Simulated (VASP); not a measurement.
# Ca (I4/mmm) in VASP: single point with PBE

Aim: the single point of Ca with PBE.

Program: VASP 6.6.1. These are calculated values, not measurements. Logs are shortened: lines on timing, memory, paths and dates and some standing lists are left out, and cuts for length are marked.

## Step 1: The cell of the first run

It takes space group I4/mmm (No. 139, tetragonal). The conventional cell has a = 4.541 Å, b = 4.541 Å, c = 4.360 Å, α = 90.00°, β = 90.00°, γ = 90.00°. Ca (site symmetry 4/mmm) has 14 Ca at 3.88 to 4.54 Å within 5.1 Å.

## Step 2: Single point, PBE

Contents of INCAR:

```
SYSTEM = Ca
ALGO = Fast
EDIFF = 1E-6
ENCUT = 520
GGA = PE
ISIF = 2
ISMEAR = 0
LASPH = .True.
LCHARG = .True.
LELF = .True.
LREAL = .False.
LVHAR = .True.
LWAVE = .False.
NBANDS = 11
NELM = 80
PREC = Accurate
SIGMA = 0.15
```

Contents of KPOINTS:

```
k-points
0
Gamma
  16 16 16
  0 0 0
```

Contents of POSCAR:

```
Ca
1.0
   -2.2706887450      2.2706887450      2.1798611952
    2.2706887450     -2.2706887450      2.1798611952
    2.2706887450      2.2706887450     -2.1798611952
Ca
1
Direct
    0.0000000000      0.0000000000      0.0000000000
```

Potentials or basis: VASP PAW PBE potentials, release 64 (Ca_sv).

Launch:

```
cat potpaw_PBE.64/Ca_sv/POTCAR > POTCAR
mpirun -np 1 vasp_std > vasp.out
```

OUTCAR:

```text
SYSTEM = Ca
   EDIFF = 1E-6
   ENCUT = 520
   GGA = PE
   ISIF = 2
   ISMEAR = 0
   LASPH = .True.
   LREAL = .False.
   NELM = 80
   PREC = Accurate

 ion  position               nearest neighbor table
   1  0.000  0.000  0.000-

  LATTYP: Found a body centered tetragonal cell.
 ALAT       =     4.5413774900
 C/A-ratio  =     0.9600000000

  Lattice vectors:

 A1 = (  -2.2706887450,   2.2706887450,   2.1798611952)
 A2 = (   2.2706887450,  -2.2706887450,   2.1798611952)
 A3 = (   2.2706887450,   2.2706887450,  -2.1798611952)

Analysis of symmetry for initial positions (statically):
=====================================================================
 Subroutine PRICEL returns:
 Original cell was already a primitive cell.

 Routine SETGRP: Setting up the symmetry group for a
 body centered tetragonal supercell.

 Subroutine GETGRP returns: Found 16 space group operations
 (whereof 16 operations were pure point group operations)
 out of a pool of 16 trial point group operations.

The static configuration has the point symmetry D_4h.

Analysis of symmetry for dynamics (positions and initial velocities):
=====================================================================
 Subroutine PRICEL returns:
 Original cell was already a primitive cell.

 Routine SETGRP: Setting up the symmetry group for a
 body centered tetragonal supercell.

 Subroutine GETGRP returns: Found 16 space group operations
 (whereof 16 operations were pure point group operations)
 out of a pool of 16 trial point group operations.

The dynamic configuration has the point symmetry D_4h.

 Subroutine INISYM returns: Found 16 space group operations
 (whereof 16 operations are pure point group operations),
 and found     1 'primitive' translations

----------------------------------------------------------------------------------------

                                     Primitive cell

  volume of cell :      44.9577

  direct lattice vectors                    reciprocal lattice vectors
    -2.270688745  2.270688745  2.179861195     0.000000000  0.220197507  0.229372403
     2.270688745 -2.270688745  2.179861195     0.220197507  0.000000000  0.229372403
     2.270688745  2.270688745 -2.179861195     0.220197507  0.220197507  0.000000000

  length of vectors
     3.881217539  3.881217539  3.881217539     0.317960125  0.317960125  0.311406300

  position of ions in fractional coordinates (direct lattice)
     0.000000000  0.000000000  0.000000000

[... 76 lines left out ...]
   LREAL  =      F    real-space projection
   EDIFFG = 0.1E-04   stopping-criterion for IOM
   NSW    =      0    number of steps for IOM
   IBRION =     -1    ionic relax: 0-MD 1-quasi-New 2-CG
   NFREE  =      0    steps in history (QN), initial steepest desc. (CG)
   ISIF   =      2    stress and relaxation
   ISYM   =      2    0-nonsym 1-usesym 2-fastsym
   POTIM  = 0.5000    time-step for ionic-motion
   TEBEG  =    0.0;   TEEND  =   0.0 temperature during run
   PSTRESS=    0.0 pullay stress
   NELECT =      10.0000    total number of electrons
   NUPDOWN=      -1.0000    fix difference up-down
   EMIN   =  10.00;   EMAX   =-10.00  energy-range for DOS
   EFERMI =   0.00;   METHOD = LEGACY
   ISMEAR =     0;   SIGMA  =   0.15  broadening in eV -4-tet -1-fermi 0-gaus
   EFERMI_NEDOS =   21; number of points for ismear=-14 and -15
   IALGO  =     68    algorithm
   IMIX   =      4    mixing-type and parameters
     AMIX     =   0.40;   BMIX     =  1.00
     AMIX_MAG =   1.60;   BMIX_MAG =  1.00
  volume/ion in A,a.u.               =      44.96       303.39
  Fermi-wavevector in a.u.,A,eV,Ry     =   0.991913  1.874443 13.386649  0.983891
  Thomas-Fermi vector in A             =   2.123688
   LORBIT       =      0    0 simple, 1 ext, 2 COOP (PROOUT), +10 PAW based schemes
   GGA     = PE    functional components
   LHFCALC =     F    Hartree Fock is set to
   AEXX    =    0.0000 exact exchange contribution
   IVDW    =     0    specifies the selected vdW correction
   LEPSILON=     F    determine dielectric tensor
   LRPA    =     F    only Hartree local field effects (RPA)
 non-spin polarized calculation
 RMM-DIIS sequential band-by-band and
 Gauss-broadening in eV      SIGMA  =   0.15
  energy-cutoff  :      520.00
  volume of cell :       44.96
 maximum number of plane-waves:      1232
 NGX is ok and might be reduce to    30
   NGX = 15   NGY = 15   NGZ = 15

 number of electron      10.0000001 magnetization

 Free energy of the ion-electron system (eV)
  ---------------------------------------------------
  ext. energy  EPLUGINS =         0.00000000
  ---------------------------------------------------
  free energy    TOTEN  =        -1.91388492 eV

  energy without entropy =       -1.89624418  energy(sigma->0) =       -1.90506455

 E-fermi :   1.7661     XC(G=0):  -7.5426

 val. band max:        1.7644803420   @ k =  -0.3125  -0.4375   0.1875
 cond. band min:       1.7668051261   @ k =  -0.1875   0.5000   0.1875
 fundamental gap:      0.0023247842
 Fermi energy:         1.7661013349

 k-point     1 :       0.0000    0.0000    0.0000
  band No.  band energies     occupation
      1     -40.4517      2.00000
      2     -21.3769      2.00000
      3     -21.3721      2.00000
      4     -21.3720      2.00000
      5      -2.1917      2.00000
      6       3.8508      0.00000
      7       4.0278      0.00000
      8       4.0278      0.00000
      9       4.8356      0.00000
     10       5.0550      0.00000
     11      11.5048      0.00000
[... 309 lines left out ...]
 k-point    24 :      -0.0625    0.0625    0.0000
  band No.  band energies     occupation
      1     -40.4513      2.00000
      2     -21.3783      2.00000
      3     -21.3763      2.00000
      4     -21.3720      2.00000
      5      -2.1263      2.00000
      6       3.8301      0.00000
      7       3.9912      0.00000
      8       4.0764      0.00000
      9       4.7859      0.00000
     10       5.0514      0.00000
     11      11.3978      0.00000

 [... further k-points ...]
[... 5 lines left out ...]
  --------------------------------------------------------------------------------------
  -------------------------------------------------------------------------------------
  Total       -0.2765555     -0.2765555     -0.2727679      0.0000000     -0.0000000      0.0000000
  in kB       -9.8557306     -9.8557306     -9.7207515      0.0000000     -0.0000000      0.0000000
  external PRESSURE =      -9.8107376 kB  Pullay stress =       0.0000000 kB

 VOLUME and BASIS-vectors are now :
 -----------------------------------------------------------------------------
  energy-cutoff  :      520.00
  volume of cell :       44.96
      direct lattice vectors                 reciprocal lattice vectors
    -2.270688745  2.270688745  2.179861195     0.000000000  0.220197507  0.229372403
     2.270688745 -2.270688745  2.179861195     0.220197507  0.000000000  0.229372403
     2.270688745  2.270688745 -2.179861195     0.220197507  0.220197507  0.000000000

 POSITION                                       TOTAL-FORCE (eV/Angst)
 -----------------------------------------------------------------------------------
      0.00000      0.00000      0.00000         0.000000      0.000000      0.000000
 -----------------------------------------------------------------------------------
    total drift:                               -0.000000     -0.000000      0.000000

  FREE ENERGIE OF THE ION-ELECTRON SYSTEM (eV)
  ---------------------------------------------------
  free  energy   TOTEN  =        -1.9138849238 eV

  energy  without entropy=       -1.8962441774  energy(sigma->0) =       -1.90506455
```

stdout:

```text
POSCAR found type information on POSCAR Ca
 POSCAR found :  1 types and       1 ions
 scaLAPACK will be used
 LDA part: xc-table for (Slater+PW92), standard interpolation
 POSCAR, INCAR and KPOINTS ok, starting setup
 FFT: planning ... GRIDC
 FFT: planning ... GRID_SOFT
 FFT: planning ... GRID
 WAVECAR not read
 entering main loop
WARNING in EDDRMM: call to ZHEGV failed, returncode =   6  3      5
WARNING in EDDRMM: call to ZHEGV failed, returncode =   8  4      7
WARNING in EDDRMM: call to ZHEGV failed, returncode =   6  3      5
WARNING in EDDRMM: call to ZHEGV failed, returncode =   6  3      5
WARNING in EDDRMM: call to ZHEGV failed, returncode =   6  3      7
WARNING in EDDRMM: call to ZHEGV failed, returncode =   6  3      9
WARNING in EDDRMM: call to ZHEGV failed, returncode =   8  4      9
WARNING in EDDRMM: call to ZHEGV failed, returncode =   6  3     11
WARNING in EDDRMM: call to ZHEGV failed, returncode =   6  3     10
```

Run time: 80 s. Hardware: 1 thread of Intel Xeon 6975P-C (Granite Rapids), shared host; peak memory 0.29 GiB.

Results:

* Free energy: -1.9139 eV
* Pressure: -1.0 GPa
* Band gap on the k mesh: zero (band 5 reaches 2.08 eV, above the bottom of band 6 at 1.60 eV)
